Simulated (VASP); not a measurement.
Set up this calculation in VASP 6.6.1, as the native input.

```
Task                   : relaxation of cell and atoms
Functional             : PBE
Potentials or basis    : VASP PAW PBE potentials, release 64 (Pb_d, S)
Cutoff                 : 600 eV
k mesh                 : 10 × 10 × 10
Occupations            : gaussian, width 0.02 eV
Spin                   : no spin polarisation
Dipole correction      : no
Further INCAR settings : ALGO = Normal; EDIFF = 1e-06; IBRION = 2; EDIFFG = -0.005; NSW = 100; ISIF = 3
```

The structure of PbS lies in POSCAR:

```
PbS
1.0
    0.0000000000      2.9650000000      2.9650000000
    2.9650000000      0.0000000000      2.9650000000
    2.9650000000      2.9650000000      0.0000000000
Pb S
1 1
Direct
    0.0000000000      0.0000000000      0.0000000000
    0.5000000000      0.5000000000      0.5000000000
```

One way to write it, as run:

INCAR

```
SYSTEM = PbS
PREC = Accurate ; ENCUT = 600
EDIFF = 1E-6 ; ISMEAR = 0
SIGMA = 0.02 ; LREAL = .False.
LASPH = .True. ; NELM = 60
ALGO = Normal ; ISIF = 3
LWAVE = .False. ; LCHARG = .False.
GGA = PE ; IBRION = 2
NSW = 100 ; EDIFFG = -0.005
```

KPOINTS

```
regular mesh
0
Gamma
  10 10 10
  0 0 0
```

Potentials or basis: VASP PAW PBE potentials, release 64 (Pb_d, S).

Launch:

```console
$ cat potpaw_PBE.64/Pb_d/POTCAR potpaw_PBE.64/S/POTCAR > POTCAR
$ mpirun -np 1 vasp_std > vasp.out
```

Results of the run:

- Relaxed volume: 27.10 Å³/atom
- Relaxed cell: a = 4.248 Å, b = 4.248 Å, c = 4.248 Å, α = 60.00°, β = 60.00°, γ = 60.00°
- Space group after relaxing (to 0.05 Å): Fm-3m (No. 225)
- Energy gained by relaxing: 7.1 meV/atom
- Ionic steps: 3
- Pressure after relaxing: 0.0 GPa
- Band gap on the k mesh: 0.50 eV, direct

Caveat: spin-orbit coupling is left out, which moves the levels of the heavy elements.

Wall time 72 s on 1 thread of Intel(R) Xeon(R) Platinum 8259CL CPU @ 2.50GHz (Skylake/Cascade Lake), on a shared host, peak memory 0.23 GiB.
